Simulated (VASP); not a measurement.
GaN: single point with revPBE+D4

Crystal: GaN.

```
Ga N
1.0
     0.00000    2.12535    2.12535
     2.12535    0.00000    2.12535
     2.12535    2.12535    0.00000
Ga N
1 1
Cartesian
  2.1253 2.1253 2.1253
  0.0000 0.0000 0.0000
```

This cell differs from its parent crystal: volume scaled by 1.04.

* Program: VASP 6.6.1
* Task: single point
* Functional: revPBE
* Dispersion: D4
* Potentials or basis: VASP PAW PBE potentials, release 64 (Ga_d, N)
* Cutoff: 520 eV
* k mesh: 10 × 10 × 10
* Occupations: gaussian, width 0.05 eV
* Spin: no spin polarisation
* Dipole correction: no
* Further INCAR settings: ALGO = Normal; EDIFF = 1e-07; NBANDS = 16

```yaml
Pressure: -7.6 GPa
Band_gap_on_the_k_mesh: 0.58 eV, indirect (least direct gap 2.55 eV)
Dispersion_energy_per_atom: -0.832 eV
```

Levels at points of the mesh, in eV from the valence-band top:
| k point | band 7 | band 8 | band 9 | band 10 | band 11 | band 12 |
| --- | --- | --- | --- | --- | --- | --- |
| (0.00, 0.00, 0.00) | -0.46 | -0.46 | -0.46 | 2.09 | 14.65 | 14.65 |
| (0.50, 0.00, 0.00) | -8.11 | -0.15 | -0.15 | 4.67 | 9.08 | 9.08 |
| (0.50, 0.50, 0.00) | -6.95 | -2.94 | -2.94 | 0.58 | 7.84 | 11.85 |

It took 21 s on 1 thread of Intel Xeon 8259CL, with other jobs on the host, peak memory 0.15 GiB.

Caveat: the PAW data sets were made with another functional, which shifts forces and pressure a little. A k mesh can miss the band edges.
